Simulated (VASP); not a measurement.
Set up this calculation in VASP 6.6.1, as the native input.

- Task: single point
- Functional: PBEsol
- Potentials or basis: VASP PAW PBE potentials, release 64 (In_d, Ga_d, N)
- Cutoff: 520 eV
- k mesh: 9 × 9 × 4
- Occupations: fermi-dirac, width 0.03 eV
- Spin: no spin polarisation
- Dipole correction: no
- Further INCAR settings: ALGO = Normal; EDIFF = 1e-06; NBANDS = 36

The structure of InGa2N3 lies in POSCAR:

```
InGa2N3
1.0
    3.2901745103      0.0000000029      0.0000000000
   -1.6450872576      2.8493747074      0.0000000000
    0.0000000000      0.0000000000      8.1305189477
In Ga N
1 2 3
Direct
    0.3333333333      0.6666666667      0.6685316070
    0.0000000000      0.0000000000      1.0103377241
    0.6666666667      0.3333333333      0.3254554706
    0.0000000000      0.0000000000      0.2495533336
    0.6666666667      0.3333333333      0.5613914001
    0.3333333333      0.6666666667      0.9347304646
```

These files were run (other wordings do the same):

INCAR

```
SYSTEM = InGa2N3
PREC = Accurate
ENCUT = 520
EDIFF = 1E-6
ISMEAR = -1
SIGMA = 0.03
LREAL = .False.
LASPH = .True.
NELM = 60
ALGO = Normal
ISIF = 2
LWAVE = .False.
LCHARG = .False.
GGA = PS
NBANDS = 36
```

KPOINTS

```
regular mesh
0
Gamma
  9 9 4
  0 0 0
```

Potentials or basis: VASP PAW PBE potentials, release 64 (In_d, Ga_d, N).

Launch:

```bash
$ cat potpaw_PBE.64/In_d/POTCAR potpaw_PBE.64/Ga_d/POTCAR potpaw_PBE.64/N/POTCAR > POTCAR
$ mpirun -np 1 vasp_std > vasp.out
```

Results of the run:

| Quantity | Value |
| --- | --- |
| Pressure | 0.0 GPa |
| Largest force | 0.028 eV/Å |
| Band gap on the k mesh | 0.43 eV, direct |

Caveat: the PAW data sets were made with another functional, which shifts forces and pressure a little; spin-orbit coupling is left out, which moves the levels of the heavy elements.

Wall time 73 s on 1 thread of Intel(R) Xeon(R) Platinum 8488C (Sapphire Rapids), with other jobs on the host, peak memory 0.24 GiB.
